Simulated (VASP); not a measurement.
# As: relaxation of cell and atoms with PBEsol

As:

```
As
1.0
     0.00000    2.21000    2.21000
     2.21000    0.00000    2.21000
     2.21000    2.21000    0.00000
As
1
Direct
  0.00000 0.00000 0.00000
```

This isn't the form of As at room conditions, which is rhombohedral.

* Program: VASP 6.6.1
* Task: relaxation of cell and atoms
* Functional: PBEsol
* Potentials or basis: VASP PAW PBE potentials, release 64 (As)
* Cutoff: 500 eV
* k mesh: 9 × 9 × 9
* Occupations: fermi-dirac, width 0.1 eV
* Spin: no spin polarisation
* Target pressure: 20 GPa
* Dipole correction: no
* Further INCAR settings: ALGO = Normal; EDIFF = 1e-07; IBRION = 2; EDIFFG = -0.01; NSW = 80; ISIF = 3

```
Relaxed volume                                             : 15.75 Å³/atom
Relaxed cell                                               : a = 2.814 Å, b = 2.814 Å, c = 2.814 Å, α = 60.00°, β = 60.00°, γ = 60.00°
Space group after relaxing (to 0.1 Å)                      : Fm-3m (No. 225)
Energy change on relaxing (the run minimises the enthalpy) : +38.6 meV/atom
Ionic steps                                                : 5
Pressure after relaxing                                    : 20.0 GPa
Band gap on the k mesh                                     : zero (an odd number of electrons rules out a gap without spin polarisation)
```

The path:
| step | energy change (eV) | largest force (eV/Å) | pressure (GPa) | volume (Å³) |
| --- | --- | --- | --- | --- |
| 1 | 0.0000 | 0.0000 | -10.07 | 21.59 |
| 2 | 1.7737 | 0.0000 | 131.85 | 11.24 |
| 3 | -0.0018 | 0.0000 | 16.51 | 16.11 |
| 4 | 0.0238 | 0.0000 | 18.76 | 15.88 |
| 5 | 0.0386 | 0.0000 | 20.01 | 15.75 |

Final structure:
```cif
data_structure
_symmetry_space_group_name_H-M 'P 1'
_symmetry_Int_Tables_number 1
_cell_length_a 2.8138
_cell_length_b 2.8138
_cell_length_c 2.8138
_cell_angle_alpha 60.000
_cell_angle_beta 60.000
_cell_angle_gamma 60.000
_cell_volume 15.75
loop_
_atom_site_label
_atom_site_type_symbol
_atom_site_fract_x
_atom_site_fract_y
_atom_site_fract_z
_atom_site_occupancy
As1 As 0.00000 0.00000 0.00000 1
```

Levels at points of the mesh, in eV from the Fermi level:
```csv
k point,band 1,band 2,band 3,band 4,band 5
"(0.00, 0.00, 0.00)",-17.28,7.19,7.19,7.19,12.92
```

Run time: 41 s on 1 thread of AMD EPYC 7R43 64-Core Processor (Zen 3), with other jobs on the host, peak memory 0.11 GiB.

Caveat: the cell is relaxed towards a set pressure, so the run minimises the enthalpy, not the energy; the volume moved by over 15 % at a fixed basis, so the end points are rough; the PAW data sets were made with another functional, which shifts forces and pressure a little.
